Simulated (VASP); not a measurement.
Runs of VASP 6.6.1 on BAs. The structure is that of space group F-43m (No. 216), or close to it. The cells are those of the table. 

| level | cell | k mesh | cutoff (eV) | smearing | grid for exact exchange (PRECFOCK) | share of exact exchange | screening parameter | gap on the mesh (eV) | pressure (GPa) |
| --- | --- | --- | --- | --- | --- | --- | --- | --- | --- |
| r2SCAN | a = 3.345, b = 3.345, c = 3.383 Å, angles 59.6, 59.6, 60.7°, 2 atoms | 10 × 10 × 10 | 550 | gaussian 0.01 eV | - | - | - | 0.99 | 3.6 |
| HSE06 | a = 3.435 Å, angles 60.0°, 2 atoms | 6 × 6 × 6 | 420 | gaussian 0.01 eV | Normal | 0.25 | 0.2079 1/Å | 1.98 | (b) |
| HSE06 | a = 3.345, b = 3.345, c = 3.383 Å, angles 59.6, 59.6, 60.7°, 2 atoms | 6 × 6 × 6 | 420 | gaussian 0.01 eV | Normal | 0.25 | 0.2079 1/Å | (c) | 2.2 |
| PBE | a = 3.435 Å, angles 60.0°, 2 atoms | 10 × 10 × 10 | 500 | fermi-dirac 0.02 eV | - | - | - | 1.23 | -3.2 |
| PBE | a = 3.345, b = 3.345, c = 3.383 Å, angles 59.6, 59.6, 60.7°, 2 atoms | 10 × 10 × 10 | 500 | fermi-dirac 0.02 eV | - | - | - | 0.82 | 6.2 |
| r2SCAN | a = 3.435 Å, angles 60.0°, 2 atoms | 10 × 10 × 10 | 550 | gaussian 0.01 eV | - | - | - | 1.42 | (a) |

Alike in all rows: task single point; potentials or basis VASP PAW PBE potentials, release 64 (B, As); no spin polarisation.

Question: Fill in the values left out.

Answer: (a) -5.7; (b) -7.1; (c) 1.58.

Caveats: the PAW data sets were made with another functional, which shifts forces and pressure a little (at least some runs); the cell stands under tension (at least some runs); the cell stands under pressure (at least some runs).

A k mesh can miss the band edges, and the runs leave out spin-orbit coupling on As.
